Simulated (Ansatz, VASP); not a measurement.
Ag in VASP and in Ansatz

File INCAR:

```
  PREC = Accurate
  ENCUT = 520
  EDIFF = 1E-6
  ISMEAR = 0
  SIGMA = 0.15
  LREAL = False
  LASPH = True
  NELM = 80
  ALGO = Fast
  ISIF = 2
  LWAVE = False
  LCHARG = False
  GGA = PE
  NBANDS = 30
```

File KPOINTS:

```
Automatic mesh
0
Gamma
  18 18 6
```

File POSCAR:

```
Ag
1.0
    3.0249220108      0.0000000000      0.0000000000
   -1.5124610054      2.6196593058      0.0000000000
    0.0000000000      0.0000000000      9.7069645697
Ag
4
Direct
    0.3333333333      0.6666666667      0.2500000000
    0.6666666667      0.3333333333      0.7500000000
    0.0000000000      0.0000000000      0.0000000000
    0.0000000000      0.0000000000      0.5000000000
```

Input for Ansatz:

```yaml
crystal:
  lattice:
    - [3.0249220108, 0.0, 0.0]
    - [-1.5124610054, 2.6196593058, 0.0]
    - [0.0, 0.0, 9.7069645697]
  atoms:
    - { symbol: Ag, position: [0.3333333333, 0.6666666667, 0.25] }
    - { symbol: Ag, position: [0.6666666667, 0.3333333333, 0.75] }
    - { symbol: Ag, position: [0.0, 0.0, 0.0] }
    - { symbol: Ag, position: [0.0, 0.0, 0.5] }
basis:
  ecutwfc: 420
kpoints:
  mp_grid: { grid: [18, 18, 6] }
hamiltonian:
  xc: pbe
scf:
  occupations: { method: gaussian, width: 0.15 }
output:
  forces: true
  stress: true
  eigenvalues: true
```

Change from the starting cell: strain +0.030 along x and y, +0.015 along z, atoms carried along.

Alike in both runs: task single point; functional PBE; k mesh 18 × 18 × 6; occupations gaussian, width 0.15 eV; no spin polarisation.

|  | VASP | Ansatz |
| --- | --- | --- |
| version | VASP 6.6.1 | Ansatz 0.2.0 |
| potentials or method | VASP PAW PBE potentials, release 64 (Ag), cutoff 520 eV | scalar-relativistic, plane waves, PAW |
| valence electrons in the cell | 44 | 76 |

|  | VASP | Ansatz | Ansatz less VASP |
| --- | --- | --- | --- |
| gap on the k mesh at the Fermi level (eV) | none | none | - |
| pressure (GPa) | -5.4 | -5.4 | +0.02 |
| traceless stress, the component that is largest in VASP (GPa) | 0.75 | 0.75 | +0.003 |

A gap of «none» marks a metal or a gap that the smearing closes. The functional is the same, so the differences come from potentials, cutoffs and numerics. VASP's potentials hold 44 valence electrons a cell and Ansatz's 76, so a difference there can come from the potentials and not from the codes.
